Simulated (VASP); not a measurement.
Here is a VASP 6.6.1 calculation.

INCAR

```
PREC = Accurate
ENCUT = 600
EDIFF = 1E-6
ISMEAR = 0
SIGMA = 0.02
LREAL = False
LASPH = True
NELM = 60
ALGO = Normal
ISIF = 4
LWAVE = False
LCHARG = False
GGA = PS
IBRION = 2
NSW = 50
EDIFFG = -0.01
```

The input KPOINTS:

```
regular mesh
0
Gamma
  8 8 4
```

Contents of POSCAR:

```
Cl
1.0
    3.4131668982     -1.9211048968      0.0000000000
    3.4131668982      1.9211048968      0.0000000000
    0.0000000000      0.0000000000      7.9193288968
Cl
4
Direct
    0.8732862456      0.1267137544      0.1112271541
    0.6267137544      0.3732862456      0.6112271541
    0.1267137544      0.8732862456      0.8887728459
    0.3732862456      0.6267137544      0.3887728459
```

Potentials or basis: VASP PAW PBE potentials, release 64 (Cl).

Launch:

```bash
$ cat potpaw_PBE.64/Cl/POTCAR > POTCAR
$ mpirun -np 1 vasp_std > vasp.out
```

**Question.** Predict the band gap on the k mesh.

**Answer.** 2.11 eV.

Step by step:
```csv
step,energy change (eV),largest force (eV/Å),pressure (GPa),volume (Å³)
1,0.0000,0.1602,0.86,103.85
2,-0.0017,0.1842,-0.06,103.85
3,-0.0034,0.0515,0.32,103.85
4,-0.0041,0.0402,0.30,103.85
5,-0.0053,0.0125,0.25,103.85
6,-0.0043,0.0555,0.20,103.85
7,-0.0054,0.0166,0.24,103.85
8,-0.0054,0.0144,0.24,103.85
9,-0.0056,0.0138,0.20,103.85
10,-0.0057,0.0427,0.10,103.85
11,-0.0057,0.0351,0.12,103.85
12,-0.0057,0.0314,0.13,103.85
13,-0.0058,0.0198,0.16,103.85
14,-0.0059,0.0020,0.20,103.85
```

Caveat: this functional lacks dispersion, which holds the molecules together, so the pressure and a relaxed volume are unreliable; the PAW data sets were made with another functional, which shifts forces and pressure a little. A k mesh can miss the band edges.
